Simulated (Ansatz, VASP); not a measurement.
# One calculation of Pb, two programs

Contents of INCAR:

```
AGGAC = 1.0
AGGAX = 1.0
ALDAC = 0.0
ALDAX = 1.0
ALGO = Normal
EDIFF = 1E-6
ENCUT = 520
GGA = B5
ISIF = 2
ISMEAR = -1
LASPH = True
LCHARG = False
LREAL = False
LWAVE = False
NBANDS = 13
NELM = 100
PREC = Accurate
SIGMA = 0.1
```

File KPOINTS:

```
k-points
0
Gamma
  12 12 12
```

Contents of POSCAR:

```
Pb
1.0
   -2.0286598246      2.0286598246      2.0286598246
    2.0286598246     -2.0286598246      2.0286598246
    2.0286598246      2.0286598246     -2.0286598246
Pb
1
Direct
    0.0000000000      0.0000000000      0.0000000000
```

Input for Ansatz:

```yaml
crystal:
  lattice:
    - [-2.0286598246, 2.0286598246, 2.0286598246]
    - [2.0286598246, -2.0286598246, 2.0286598246]
    - [2.0286598246, 2.0286598246, -2.0286598246]
  atoms:
    - { symbol: Pb, position: [0.0, 0.0, 0.0] }
hamiltonian:
  xc: blyp
  pseudopotentials:
    kind: paw
    azcp:
      Pb: "pseudopotentials/Pb.paw.azcp"
basis:
  ecutwfc: 420
  fft_grid_basis: typed
kpoints:
  mp_grid: { grid: [12, 12, 12], shift: [0, 0, 0] }
magnetization:
  spin_polarized: false
scf:
  occupations: { method: fermi_dirac, width: 0.1 }
  lower_state_search: "off"
output:
  stress: true
```

Alike in both runs: task single point; functional BLYP; k mesh 12 × 12 × 12; occupations fermi-dirac, width 0.1 eV; no spin polarisation.

|  | VASP | Ansatz |
| --- | --- | --- |
| version | VASP 6.6.1 | Ansatz 0.2.0 |
| potentials or method | VASP PAW PBE potentials, release 64 (Pb_d), cutoff 520 eV | plane waves (420 eV) with PAW, scalar-relativistic |
| valence electrons in the cell | 14 | 14 |

```tsv
	VASP	Ansatz	Ansatz less VASP
pressure (GPa)	1.6	1.5	-0.06
```

VASP's potentials were made for PBE, not for BLYP. The functional is the same, so the differences come from potentials, cutoffs and numerics.

Spin-orbit coupling is off throughout.
